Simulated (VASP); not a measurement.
# Ir3O in VASP: notebook

The runs below take Ir3O through single point, relaxation of the atoms, with PBE.

Everything below comes from runs of VASP 6.6.1. Logs are shortened: lines on timing, memory, paths and dates and some standing lists are left out, and cuts for length are marked.

### Step 1. The cell of the first run

The cell holds a slab with vacuum, 4 atoms: a = 2.737 Å, b = 2.737 Å, c = 19.188 Å, α = 90.00°, β = 90.00°, γ = 90.00°.

### Step 2. Single point, PBE

The input, INCAR:

```
SYSTEM = Ir3O
ALGO = Normal
DIPOL = 0.5 0.5 0.346
EDIFF = 1E-6
ENCUT = 520
GGA = PE
IDIPOL = 3
ISIF = 2
ISMEAR = 0
LASPH = .True.
LCHARG = .False.
LDIPOL = .True.
LREAL = .False.
LWAVE = .False.
NBANDS = 24
NELM = 80
PREC = Accurate
SIGMA = 0.1
```

The input, KPOINTS:

```
k-points
0
Gamma
  10 10 1
  0 0 0
```

The input, POSCAR:

```
Ir3O
1.0
    2.7367600872      0.0000000000      0.0000000000
    0.0000000000      2.7367600872      0.0000000000
    0.0000000000      0.0000000000     19.1883373425
Ir O
3 1
Direct
    0.5000000000      0.5000000000      0.2084599582
    0.0000000000      0.0000000000      0.3045662601
    0.5000000000      0.5000000000      0.4006776202
    0.8333333333      0.8333333333      0.4701653775
```

Potentials or basis: VASP PAW PBE potentials, release 64 (Ir, O).

Run with:

```
$ cat potpaw_PBE.64/Ir/POTCAR potpaw_PBE.64/O/POTCAR > POTCAR
$ mpirun -np 1 vasp_std > vasp.out
```

OUTCAR:

```text
SYSTEM = Ir3O
   EDIFF = 1E-6
   ENCUT = 520
   GGA = PE
   ISIF = 2
   ISMEAR = 0
   LASPH = .True.
   LREAL = .False.
   NELM = 80
   PREC = Accurate

 ion  position               nearest neighbor table
   1  0.500  0.500  0.208-   2 2.67   2 2.67   2 2.67   2 2.67
   2  0.000  0.000  0.305-   1 2.67   1 2.67   1 2.67   1 2.67   3 2.67   3 2.67   3 2.67   3 2.67

   3  0.500  0.500  0.401-   4 1.86   4 2.44   4 2.44   2 2.67   2 2.67   2 2.67   2 2.67
   4  0.833  0.833  0.470-   3 1.86   3 2.44   3 2.44

  LATTYP: Found a simple tetragonal cell.
 ALAT       =     2.7367600872
 C/A-ratio  =     7.0113333764

  Lattice vectors:

 A1 = (   2.7367600872,   0.0000000000,   0.0000000000)
 A2 = (   0.0000000000,   2.7367600872,   0.0000000000)
 A3 = (   0.0000000000,   0.0000000000,  19.1883373425)

Analysis of symmetry for initial positions (statically):
=====================================================================
 Subroutine PRICEL returns:
 Original cell was already a primitive cell.

 Routine SETGRP: Setting up the symmetry group for a
 simple tetragonal supercell.

 Subroutine GETGRP returns: Found  2 space group operations
 (whereof  2 operations were pure point group operations)
 out of a pool of 16 trial point group operations.

The static configuration has the point symmetry C_1h.

Analysis of symmetry for dynamics (positions and initial velocities):
=====================================================================
 Subroutine PRICEL returns:
 Original cell was already a primitive cell.

 Routine SETGRP: Setting up the symmetry group for a
 simple tetragonal supercell.

 Subroutine GETGRP returns: Found  2 space group operations
 (whereof  2 operations were pure point group operations)
 out of a pool of 16 trial point group operations.

The dynamic configuration has the point symmetry C_1h.

 Subroutine INISYM returns: Found  2 space group operations
 (whereof  2 operations are pure point group operations),
 and found     1 'primitive' translations

----------------------------------------------------------------------------------------

                                     Primitive cell

  volume of cell :     143.7179

  direct lattice vectors                    reciprocal lattice vectors
     2.736760087  0.000000000  0.000000000     0.365395566  0.000000000  0.000000000
     0.000000000  2.736760087  0.000000000     0.000000000  0.365395566  0.000000000
     0.000000000  0.000000000 19.188337342     0.000000000  0.000000000  0.052114990

  length of vectors
     2.736760087  2.736760087 19.188337342     0.365395566  0.365395566  0.052114990

  position of ions in fractional coordinates (direct lattice)
     0.500000000  0.500000000  0.208459958
     0.000000000  0.000000000  0.304566260
     0.500000000  0.500000000  0.400677620
     0.833333333  0.833333333  0.470165378

  ion indices of the primitive-cell ions
   primitive index   ion index
                 1           1
                 2           2
                 3           3
                 4           4

----------------------------------------------------------------------------------------

 KPOINTS: k-points

Automatic generation of k-mesh.
 Grid dimensions read from file:
 generate k-points for:   10   10    1

 Generating k-lattice:

  Cartesian coordinates                     Fractional coordinates (reciprocal lattice)
     0.036539557  0.000000000  0.000000000     0.100000000  0.000000000  0.000000000
     0.000000000  0.036539557  0.000000000     0.000000000  0.100000000  0.000000000
     0.000000000  0.000000000  0.052114990     0.000000000  0.000000000  1.000000000

  Length of vectors
     0.036539557  0.036539557  0.052114990

  Shift w.r.t. Gamma in fractional coordinates (k-lattice)
     0.000000000  0.000000000  0.000000000

 Subroutine IBZKPT returns following result:
 ===========================================

 Found     31 irreducible k-points:

 Following reciprocal coordinates:
            Coordinates               Weight
  0.000000  0.000000  0.000000      1.000000
  0.100000  0.000000  0.000000      4.000000
  0.200000  0.000000  0.000000      4.000000
  0.300000  0.000000  0.000000      4.000000
  0.400000  0.000000  0.000000      4.000000
  0.500000  0.000000  0.000000      2.000000
[... 16 lines left out ...]
  0.300000  0.300000  0.000000      2.000000
 -0.300000  0.300000  0.000000      2.000000
 [... further k-points ...]
   k-points           NKPTS =     31   k-points in BZ     NKDIM =     31   number of bands    NBANDS=     24
   number of dos      NEDOS =    301   number of ions     NIONS =      4
   total plane-waves  NPLWV =  57600
   dimension x,y,z NGX =    20 NGY =   20 NGZ =  144
   dimension x,y,z NGXF=    40 NGYF=   40 NGZF=  288
   ions per type =               3   1
   NGX,Y,Z   is equivalent  to a cutoff of  12.15, 12.15, 12.48 a.u.
   NGXF,Y,Z  is equivalent  to a cutoff of  24.30, 24.30, 24.95 a.u.
 SYSTEM =  Ir3O
   PREC   = accura    normal or accurate (medium, high low for compatibility)
   ISTART =      0    job   : 0-new  1-cont  2-samecut
   ICHARG =      2    charge: 1-file 2-atom 10-const
   ISPIN  =      1    spin polarized calculation?
   LNONCOLLINEAR =      F non collinear calculations
   LSORBIT =      F    spin-orbit coupling
   LASPH  =      T    aspherical Exc in radial PAW
   ENCUT  =  520.0 eV  38.22 Ry    6.18 a.u.   5.09  5.09 35.68*2*pi/ulx,y,z
   NELM   =     80;   NELMIN=  2; NELMDL= -5     # of ELM steps
   EDIFF  = 0.1E-05   stopping-criterion for ELM
   LREAL  =      F    real-space projection
[... 7 lines left out ...]
   TEBEG  =    0.0;   TEEND  =   0.0 temperature during run
   PSTRESS=    0.0 pullay stress
   NELECT =      33.0000    total number of electrons
   NUPDOWN=      -1.0000    fix difference up-down
   EMIN   =  10.00;   EMAX   =-10.00  energy-range for DOS
   EFERMI =   0.00;   METHOD = LEGACY
   ISMEAR =     0;   SIGMA  =   0.10  broadening in eV -4-tet -1-fermi 0-gaus
   EFERMI_NEDOS =   21; number of points for ismear=-14 and -15
   IALGO  =     38    algorithm
   IMIX   =      4    mixing-type and parameters
     AMIX     =   0.40;   BMIX     =  1.00
     AMIX_MAG =   1.60;   BMIX_MAG =  1.00
  volume/ion in A,a.u.               =      35.93       242.46
  Fermi-wavevector in a.u.,A,eV,Ry     =   1.002480  1.894413 13.673405  1.004967
  Thomas-Fermi vector in A             =   2.134970
   LORBIT       =      0    0 simple, 1 ext, 2 COOP (PROOUT), +10 PAW based schemes
   GGA     = PE    functional components
   LHFCALC =     F    Hartree Fock is set to
   AEXX    =    0.0000 exact exchange contribution
   IVDW    =     0    specifies the selected vdW correction
   LEPSILON=     F    determine dielectric tensor
   LRPA    =     F    only Hartree local field effects (RPA)
 non-spin polarized calculation
 Gauss-broadening in eV      SIGMA  =   0.10
  energy-cutoff  :      520.00
  volume of cell :      143.72
 maximum number of plane-waves:      3910
   NGX = 11   NGY = 11   NGZ = 71

 dipolmoment           0.000000      0.000000     -0.061841 electrons x Angstroem

 number of electron      32.9999999 magnetization

 dipolmoment           0.000000      0.000000      0.069872 electrons x Angstroem

 Free energy of the ion-electron system (eV)
  ---------------------------------------------------
  ext. energy  EPLUGINS =         0.00000000
  ---------------------------------------------------
  free energy    TOTEN  =       -29.36058318 eV

  energy without entropy =      -29.33968620  energy(sigma->0) =      -29.35013469

 E-fermi :  -0.9560     XC(G=0):  -5.6258

 val. band max:       -0.9725806631   @ k =   0.3000   0.0000   0.0000
 cond. band min:      -0.9448790550   @ k =   0.4000   0.3000   0.0000
 fundamental gap:      0.0277016082
 Fermi energy:        -0.9559578684

 k-point     1 :       0.0000    0.0000    0.0000
  band No.  band energies     occupation
      1     -19.8656      2.00000
      2     -10.8441      2.00000
      3      -8.7481      2.00000
      4      -8.2010      2.00000
      5      -7.9597      2.00000
      6      -6.7599      2.00000
[... 16 lines left out ...]
     23       4.4891      0.00000
     24       5.1455      0.00000

 k-point     2 :       0.1000    0.0000    0.0000
  band No.  band energies     occupation
      1     -19.8129      2.00000
      2     -10.6055      2.00000
      3      -8.5610      2.00000
      4      -8.0150      2.00000
      5      -7.7648      2.00000
      6      -6.6495      2.00000
[... 16 lines left out ...]
     23       4.7062      0.00000
     24       5.5372      0.00000

 k-point     3 :       0.2000    0.0000    0.0000
  band No.  band energies     occupation
      1     -19.6753      2.00000
      2      -9.9942      2.00000
      3      -8.2472      2.00000
      4      -7.5278      2.00000
      5      -7.3708      2.00000
      6      -6.3327      2.00000
[... 16 lines left out ...]
     23       5.3206      0.00000
     24       6.3998      0.00000

 k-point     4 :       0.3000    0.0000    0.0000
  band No.  band energies     occupation
      1     -19.5055      2.00000
      2      -9.3135      2.00000
      3      -8.1933      2.00000
      4      -7.2969      2.00000
      5      -6.7311      2.00000
      6      -6.1867      2.00000
[... 16 lines left out ...]
     23       5.9919      0.00000
     24       6.4213      0.00000

 k-point     5 :       0.4000    0.0000    0.0000
  band No.  band energies     occupation
      1     -19.3682      2.00000
      2      -8.8702      2.00000
      3      -8.3872      2.00000
      4      -7.0799      2.00000
      5      -6.4368      2.00000
      6      -6.0402      2.00000
[... 16 lines left out ...]
     23       4.5344      0.00000
     24       7.2539      0.00000

 k-point     6 :       0.5000    0.0000    0.0000
  band No.  band energies     occupation
      1     -19.3156      2.00000
      2      -8.7137      2.00000
      3      -8.5019      2.00000
      4      -7.0920      2.00000
      5      -6.1977      2.00000
      6      -6.0493      2.00000
[... 16 lines left out ...]
     23       3.9292      0.00000
     24       7.7192      0.00000
[... 379 lines left out ...]
 k-point    21 :      -0.2000    0.4000    0.0000
  band No.  band energies     occupation
      1     -19.2393      2.00000
      2      -8.0927      2.00000
      3      -7.6570      2.00000
      4      -7.1580      2.00000
      5      -6.7131      2.00000
      6      -6.4555      2.00000
[... 16 lines left out ...]
     23       5.7005      0.00000
     24       7.6481      0.00000

 k-point    22 :       0.5000    0.2000    0.0000
  band No.  band energies     occupation
      1     -19.1905      2.00000
      2      -7.9666      2.00000
      3      -7.8835      2.00000
      4      -7.2749      2.00000
      5      -6.6264      2.00000
      6      -6.3826      2.00000
[... 16 lines left out ...]
     23       4.7689      0.00000
     24       7.5675      0.00000

 k-point    23 :       0.3000    0.3000    0.0000
  band No.  band energies     occupation
      1     -19.2228      2.00000
      2      -8.1674      2.00000
      3      -7.2221      2.00000
      4      -7.0980      2.00000
      5      -6.8862      2.00000
      6      -6.1452      2.00000
[... 16 lines left out ...]
     23       7.5206      0.00000
     24       8.1658      0.00000

 k-point    24 :      -0.3000    0.3000    0.0000
  band No.  band energies     occupation
      1     -19.2305      2.00000
      2      -7.9279      2.00000
      3      -7.4086      2.00000
      4      -7.3144      2.00000
      5      -6.8292      2.00000
      6      -6.4439      2.00000
[... 16 lines left out ...]
     23       7.3754      0.00000
     24       8.4222      0.00000

 [... further k-points ...]

------------------------ aborting loop because EDIFF is reached ----------------------------------------

 vacuum level on the upper side and lower side of the slab       (xc-potential included)         0.809        -0.832

  FORCE on cell =-STRESS in cart. coord.  units (eV):
  Direction    XX          YY          ZZ          XY          YZ          ZX
  --------------------------------------------------------------------------------------
  -------------------------------------------------------------------------------------
  Total        0.2939127      0.2939127      3.0527186      3.0275724      2.0796008      2.0795993
  in kB        3.2765602      3.2765602     34.0319283     33.7515966     23.1835406     23.1835239
  external PRESSURE =      13.5283495 kB  Pullay stress =       0.0000000 kB

 VOLUME and BASIS-vectors are now :
 -----------------------------------------------------------------------------
  energy-cutoff  :      520.00
  volume of cell :      143.72
      direct lattice vectors                 reciprocal lattice vectors
     2.736760087  0.000000000  0.000000000     0.365395566  0.000000000  0.000000000
     0.000000000  2.736760087  0.000000000     0.000000000  0.365395566  0.000000000
     0.000000000  0.000000000 19.188337342     0.000000000  0.000000000  0.052114990

 POSITION                                       TOTAL-FORCE (eV/Angst)
 -----------------------------------------------------------------------------------
      1.36838      1.36838      4.00000        -0.180166     -0.180166     -0.121112
      0.00000      0.00000      5.84412        -0.128355     -0.128355     -1.230010
      1.36838      1.36838      7.68834        -0.575092     -0.575092      1.058579
      2.28063      2.28063      9.02169         0.883613      0.883613      0.292543
 -----------------------------------------------------------------------------------
    total drift:                                0.000544      0.000544      0.000676

  FREE ENERGIE OF THE ION-ELECTRON SYSTEM (eV)
  ---------------------------------------------------
  free  energy   TOTEN  =       -29.3605831847 eV

  energy  without entropy=      -29.3396861993  energy(sigma->0) =      -29.35013469

 vacuum level on the upper side and lower side of the slab         6.271         4.578
```

Wall time 4.2 min (1 thread of Intel Xeon 8259CL, shared host); peak memory 0.29 GiB.

What came out:

| Property | Result |
| --- | --- |
| Free energy | -29.3606 eV |
| Largest force | 1.335 eV/Å |
| Band gap on the k mesh | zero (an odd number of electrons rules out a gap without spin polarisation) |

Forces on the atoms (eV/Å):
```
Ir  -0.180 -0.180 -0.121
Ir  -0.128 -0.128 -1.230
Ir  -0.575 -0.575  1.059
O    0.884  0.884  0.293
```

Caveat: spin-orbit coupling is left out, which moves the levels of the heavy elements; an odd number of electrons without spin polarisation forces a metal; a magnetic or distorted state may lie lower.

### Step 3. Single point, PBE

The input, INCAR:

```
SYSTEM = Ir3O
PREC = Accurate
ENCUT = 520
EDIFF = 1E-6
ISMEAR = 0
SIGMA = 0.1
LREAL = .False.
LASPH = .True.
NELM = 60
ALGO = Normal
ISIF = 2
LWAVE = .False.
LCHARG = .False.
LDIPOL = .True.
IDIPOL = 3
DIPOL = 0.5 0.5 0.350
GGA = PE
NBANDS = 24
```

The input, KPOINTS:

```
regular mesh
0
Gamma
  10 10 1
  0 0 0
```

POSCAR, as its differences from that of step 2:

```diff
@@ -11,2 +11,2 @@
     0.5000000000      0.5000000000      0.4006776202
-    0.8333333333      0.8333333333      0.4701653775
+    0.6666666667      0.6666666667      0.4870552736
```

Potentials or basis: VASP PAW PBE potentials, release 64 (Ir, O).

Run with:

```
$ cat potpaw_PBE.64/Ir/POTCAR potpaw_PBE.64/O/POTCAR > POTCAR
$ mpirun -np 1 vasp_std > vasp.out
```

It took 4.5 min on 1 thread of Intel Xeon 8259CL, shared host; peak memory 0.29 GiB.

It converged, with:

```
Free energy            : -29.2611 eV
Largest force          : 1.390 eV/Å
Band gap on the k mesh : zero (an odd number of electrons rules out a gap without spin polarisation)
```

Forces on the atoms (eV/Å):
```
Ir  -0.235 -0.235 -0.392
Ir  -0.108 -0.108 -0.646
Ir   0.928  0.928  0.458
O   -0.585 -0.585  0.579
```

Levels at points of the mesh, in eV from the Fermi level:
| k point | band 15 | band 16 | band 17 | band 18 | band 19 | band 20 |
| --- | --- | --- | --- | --- | --- | --- |
| (0.00, 0.00, 0.00) | -0.79 | -0.33 | -0.27 | 0.09 | 0.86 | 0.95 |
| (0.50, 0.00, 0.00) | -0.59 | -0.09 | 0.46 | 0.80 | 1.08 | 1.73 |
| (0.50, 0.50, 0.00) | 0.55 | 1.17 | 1.18 | 2.16 | 2.19 | 4.23 |

Caveat: spin-orbit coupling is left out, which moves the levels of the heavy elements; an odd number of electrons without spin polarisation forces a metal; a magnetic or distorted state may lie lower.

### Step 4. Relaxation of the atoms, PBE

The input, INCAR:

```
SYSTEM = Ir3O
PREC = Accurate
ENCUT = 520
EDIFF = 1E-7
ISMEAR = 0
SIGMA = 0.1
LREAL = .FALSE.
LASPH = .TRUE.
NELM = 100
ALGO = Normal
ISIF = 2
LWAVE = .FALSE.
LCHARG = .FALSE.
LDIPOL = .TRUE.
IDIPOL = 3
DIPOL = 0.5 0.5 0.346
GGA = PE
IBRION = 2
NSW = 36
EDIFFG = -0.025
```

The input, KPOINTS:

```
Automatic mesh
0
G
  10 10 1
  0 0 0
```

The input, POSCAR:

```
Ir3O
1.0
    2.7367600872      0.0000000000      0.0000000000
    0.0000000000      2.7367600872      0.0000000000
    0.0000000000      0.0000000000     19.1883373425
Ir O
3 1
Selective dynamics
Direct
    0.5000000000      0.5000000000      0.2084599582  F F F
    0.0000000000      0.0000000000      0.3045662601  F F F
    0.5000000000      0.5000000000      0.4006776202  F F F
    0.8333333333      0.8333333333      0.4683372926  F F T
```

Run with:

```
$ cat potpaw_PBE.64/Ir/POTCAR potpaw_PBE.64/O/POTCAR > POTCAR
$ mpirun -np 1 vasp_std > vasp.out
```

Run time: 9 min. Hardware: 1 thread of Oxide Virtual Turin-like, shared host; peak memory 0.25 GiB.

The run converged. Its results:

- Free energy: -29.3628 eV
- Energy gained by relaxing: 6.2 meV/atom
- Ionic steps: 3
- Band gap on the k mesh: zero (an odd number of electrons rules out a gap without spin polarisation)

The path:
```
step  energy change (eV)  largest force on free atoms (eV/Å)  pressure (GPa)
   1              0.0000                              1.0113            2.12
   2             -0.0248                              0.0299            1.07
   3             -0.0249                              0.0002            1.04
```

Final structure:
```
Ir O
1.0
     2.73676    0.00000    0.00000
     0.00000    2.73676    0.00000
     0.00000    0.00000   19.18834
Ir O
3 1
Direct
  0.50000 0.50000 0.20846
  0.00000 0.00000 0.30457
  0.50000 0.50000 0.40068
  0.83333 0.83333 0.47096
```

Levels at points of the mesh, in eV from the Fermi level:
```csv
k point,band 13,band 14,band 15,band 16,band 17,band 18,band 19,band 20
"(0.00, 0.00, 0.00)",-1.58,-1.25,-0.86,-0.79,-0.28,0.12,0.64,0.79
"(0.50, 0.00, 0.00)",-1.96,-1.24,-0.96,-0.20,0.39,0.50,0.97,2.04
"(0.50, 0.50, 0.00)",0.08,0.65,0.67,1.00,1.15,1.29,2.06,4.68
```

Caveat: spin-orbit coupling is left out, which moves the levels of the heavy elements; an odd number of electrons without spin polarisation forces a metal; a magnetic or distorted state may lie lower.

### Step 5. Overview

```tsv
task	cell	atoms held fixed (from 0)	gap on the mesh (eV)	largest force (eV/Å)
single point	as given, atomic positions A	-	none	1.33
single point	as given, atomic positions B	-	none	1.39
relaxation of the atoms	atoms relaxed, atomic positions C	[0, 1, 2, 3]	none	-
```

Alike in all rows: level PBE; potentials or basis VASP PAW PBE potentials, release 64 (Ir, O); no spin polarisation; k mesh 10 × 10 × 1; cutoff (eV) 520; smearing gaussian 0.1 eV.

Caveats: spin-orbit coupling is left out, which moves the levels of the heavy elements; an odd number of electrons without spin polarisation forces a metal; a magnetic or distorted state may lie lower.

Total energies depend on the potentials used, so only differences within one code and one set of settings carry meaning.
